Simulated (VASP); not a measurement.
# TiO2 (R-3m) in VASP: a series of runs, part 3 of 3

VASP 6.6.1.

## Step 6: Single point, r2SCAN

This run uses another cell than the first one, of 18.98 Å³/atom.

POSCAR reads:

```
TiO2
1.0
    1.4973310000      0.8644850000      7.3306212000
   -1.4973310000      0.8644850000      7.3306212000
    0.0000000000     -1.7289690000      7.3306212000
Ti O
1 2
Direct
    0.0000000000      0.0000000000      0.0000000000
    0.6204670000      0.6204670000      0.6204670000
    0.3795330000      0.3795330000      0.3795330000
```

INCAR.step1 reads:

```
SYSTEM = TiO2
  PREC = Accurate
  ENCUT = 520
  ISMEAR = 0
  SIGMA = 0.05
  LREAL = .FALSE.
  LASPH = .TRUE.
  NELM = 60
  NBANDS = 19
  GGA = PE
  ALGO = Normal
  EDIFF = 1E-4
  LWAVE = .TRUE.
  LCHARG = .FALSE.
```

INCAR.step2 reads:

```
SYSTEM = TiO2
  PREC = Accurate
  ENCUT = 520
  EDIFF = 1E-6
  ISMEAR = 0
  SIGMA = 0.05
  LREAL = .FALSE.
  LASPH = .TRUE.
  NELM = 60
  ALGO = Normal
  ISIF = 2
  LWAVE = .FALSE.
  LCHARG = .FALSE.
  METAGGA = R2SCAN
  LMIXTAU = .TRUE.
  NBANDS = 19
  ISTART = 1
```

KPOINTS reads:

```
Automatic mesh
0
G
  8 8 8
  0 0 0
```

Potentials or basis: VASP PAW PBE potentials, release 64 (Ti_sv, O).

The run is started by

```sh
> cat potpaw_PBE.64/Ti_sv/POTCAR potpaw_PBE.64/O/POTCAR > POTCAR
> cp INCAR.step1 INCAR
> mpirun -np 1 vasp_std > vasp.out
> cp INCAR.step2 INCAR
> mpirun -np 1 vasp_std > vasp.out
```

OUTCAR:

```text
SYSTEM = TiO2
   PREC = Accurate
   ENCUT = 520
   EDIFF = 1E-6
   ISMEAR = 0
   LREAL = .FALSE.
   LASPH = .TRUE.
   NELM = 60
   ISIF = 2
   METAGGA = R2SCAN
   ISTART = 1

 ion  position               nearest neighbor table
   1  0.000  0.000  0.000-   2 2.01   2 2.01   3 2.01   3 2.01   2 2.01   3 2.01
   2  0.620  0.620  0.620-   1 2.01   1 2.01   1 2.01
   3  0.380  0.380  0.380-   1 2.01   1 2.01   1 2.01

  LATTYP: Found a trigonal (rhomboedric) cell.
 ALAT       =     7.5317555468
 COS(alpha) =     0.9209551905

  Lattice vectors:

 A1 = (   1.4973310000,   0.8644850000,   7.3306212000)
 A2 = (  -1.4973310000,   0.8644850000,   7.3306212000)
 A3 = (   0.0000000000,  -1.7289690000,   7.3306212000)

Analysis of symmetry for initial positions (statically):
=====================================================================
 Subroutine PRICEL returns:
 Original cell was already a primitive cell.

 Routine SETGRP: Setting up the symmetry group for a
 trigonal (rhombohedral) supercell.

 Subroutine GETGRP returns: Found 12 space group operations
 (whereof 12 operations were pure point group operations)
 out of a pool of 12 trial point group operations.

The static configuration has the point symmetry D_3d.

Analysis of symmetry for dynamics (positions and initial velocities):
=====================================================================
 Subroutine PRICEL returns:
 Original cell was already a primitive cell.

 Routine SETGRP: Setting up the symmetry group for a
 trigonal (rhombohedral) supercell.

 Subroutine GETGRP returns: Found 12 space group operations
 (whereof 12 operations were pure point group operations)
 out of a pool of 12 trial point group operations.

The dynamic configuration has the point symmetry D_3d.

[... 113 lines left out ...]
   EMIN   =  10.00;   EMAX   =-10.00  energy-range for DOS
   EFERMI =   0.00;   METHOD = LEGACY
   ISMEAR =     0;   SIGMA  =   0.05  broadening in eV -4-tet -1-fermi 0-gaus
   EFERMI_NEDOS =   21; number of points for ismear=-14 and -15
   IALGO  =     38    algorithm
   IMIX   =      4    mixing-type and parameters
     AMIX     =   0.40;   BMIX     =  1.00
     AMIX_MAG =   1.60;   BMIX_MAG =  1.00
  volume/ion in A,a.u.               =      18.98       128.07
  Fermi-wavevector in a.u.,A,eV,Ry     =   1.227504  2.319646 20.500792  1.506766
  Thomas-Fermi vector in A             =   2.362465
   LORBIT       =      0    0 simple, 1 ext, 2 COOP (PROOUT), +10 PAW based schemes
   METAGGA = R2SCAN    functional components
   LHFCALC =     F    Hartree Fock is set to
   AEXX    =    0.0000 exact exchange contribution
   IVDW    =     0    specifies the selected vdW correction
   LEPSILON=     F    determine dielectric tensor
   LRPA    =     F    only Hartree local field effects (RPA)
 non-spin polarized calculation
 Gauss-broadening in eV      SIGMA  =   0.05
  energy-cutoff  :      520.00
  volume of cell :       56.93
 maximum number of plane-waves:      1565
   NGX = 29   NGY = 29   NGZ = 29

 number of electron      23.9999998 magnetization

 Free energy of the ion-electron system (eV)
  ---------------------------------------------------
  ext. energy  EPLUGINS =         0.00000000
  ---------------------------------------------------
  free energy    TOTEN  =       -34.29056669 eV

  energy without entropy =      -34.29056669  energy(sigma->0) =      -34.29056669

 E-fermi :  -1.5501     XC(G=0):  -7.6056

 val. band max:       -1.9106162452   @ k =  -0.1250   0.1250   0.0000
 cond. band min:       1.1321833322   @ k =   0.1250   0.1250   0.1250
 fundamental gap:      3.0427995774
 Fermi energy:        -1.5501079444

 k-point     1 :       0.0000    0.0000    0.0000
  band No.  band energies     occupation
      1     -60.5474      2.00000
      2     -35.7313      2.00000
      3     -35.4811      2.00000
      4     -35.4810      2.00000
      5     -20.1035      2.00000
      6     -18.5760      2.00000
[... 505 lines left out ...]
      6     -18.8342      2.00000
[... 11 lines left out ...]
     18       7.8744      0.00000
     19      10.3307      0.00000

 [... further k-points ...]

------------------------ aborting loop because EDIFF is reached ----------------------------------------

  FORCE on cell =-STRESS in cart. coord.  units (eV):
  Direction    XX          YY          ZZ          XY          YZ          ZX
  --------------------------------------------------------------------------------------
  -------------------------------------------------------------------------------------
  Total       -2.0004916     -2.0004925     -2.7172881      0.0000000     -0.0000001      0.0000000
  in kB      -56.2963408    -56.2963682    -76.4678946      0.0000000     -0.0000035      0.0000000
  external PRESSURE =     -63.0202012 kB  Pullay stress =       0.0000000 kB

 VOLUME and BASIS-vectors are now :
 -----------------------------------------------------------------------------
  energy-cutoff  :      520.00
  volume of cell :       56.93
      direct lattice vectors                 reciprocal lattice vectors
     1.497331000  0.864485000  7.330621200     0.333927502  0.192793086  0.045471354
    -1.497331000  0.864485000  7.330621200    -0.333927502  0.192793086  0.045471354
     0.000000000 -1.728969000  7.330621200     0.000000000 -0.385586172  0.045471380

 POSITION                                       TOTAL-FORCE (eV/Angst)
 -----------------------------------------------------------------------------------
      0.00000      0.00000      0.00000         0.000000      0.000000     -0.000000
      0.00000      0.00000     13.64523         0.000000      0.000000      1.310550
      0.00000      0.00000      8.34664         0.000000     -0.000000     -1.310550
 -----------------------------------------------------------------------------------
    total drift:                                0.000000      0.000000      0.000000

  FREE ENERGIE OF THE ION-ELECTRON SYSTEM (eV)
  ---------------------------------------------------
  free  energy   TOTEN  =       -34.2905666899 eV

  energy  without entropy=      -34.2905666899  energy(sigma->0) =      -34.29056669
```

OUTCAR.step1:

```text
SYSTEM = TiO2
   PREC = Accurate
   ENCUT = 520
   ISMEAR = 0
   LREAL = .FALSE.
   LASPH = .TRUE.
   NELM = 60
[... 752 lines left out ...]
      0.00000      0.00000      0.00000         0.000000      0.000000     -0.000000
      0.00000      0.00000     13.64523         0.000000      0.000000      0.949218
      0.00000      0.00000      8.34664         0.000000     -0.000000     -0.949218
 -----------------------------------------------------------------------------------
    total drift:                                0.000000     -0.000000      0.000000

  FREE ENERGIE OF THE ION-ELECTRON SYSTEM (eV)
  ---------------------------------------------------
  free  energy   TOTEN  =       -26.4481766978 eV

  energy  without entropy=      -26.4481766978  energy(sigma->0) =      -26.44817670
```

It took 14 min on 1 thread of Intel Xeon 6975P-C (Granite Rapids), shared host; peak memory 0.49 GiB.

Results:

* Free energy: -34.2906 eV
* Pressure: -6.3 GPa
* Largest force: 1.311 eV/Å
* Band gap on the k mesh: 3.04 eV (least direct gap 3.19 eV)

Forces in eV/Å, atoms in the order of the input:
```
Ti   0.000  0.000  0.000
O    0.000  0.000  1.311
O    0.000  0.000 -1.311
```

Stress tensor (GPa, compression positive):
```
-5.63  0.00  0.00
 0.00 -5.63  0.00
 0.00  0.00 -7.65
```

Caveat: the cell stands under tension; the PAW data sets were made with another functional, which shifts forces and pressure a little. A k mesh can miss the band edges.

## Step 7: Summary

| cell | gap on the mesh (eV) | pressure (GPa) | largest force (eV/Å) |
| --- | --- | --- | --- |
| a = 6.854 Å, angles 25.2°, 3 atoms | 3.16 | 1.9 | 0.67 |
| a = 7.023 Å, angles 24.6°, 3 atoms | 3.13 | -0.5 | 0.15 |
| a = 7.192 Å, angles 24.0°, 3 atoms | 3.10 | -2.6 | 0.36 |
| a = 7.362 Å, angles 23.5°, 3 atoms | 3.07 | -4.6 | 0.84 |
| a = 7.532 Å, angles 22.9°, 3 atoms | 3.04 | -6.3 | 1.31 |

Alike in all rows: task single point; level r2SCAN; potentials or basis VASP PAW PBE potentials, release 64 (Ti_sv, O); no spin polarisation; k mesh 8 × 8 × 8; cutoff (eV) 520; smearing gaussian 0.05 eV.

Caveats: the PAW data sets were made with another functional, which shifts forces and pressure a little; the cell stands under tension (at least some runs).

Absolute energies hang on the potentials; compare differences alone.
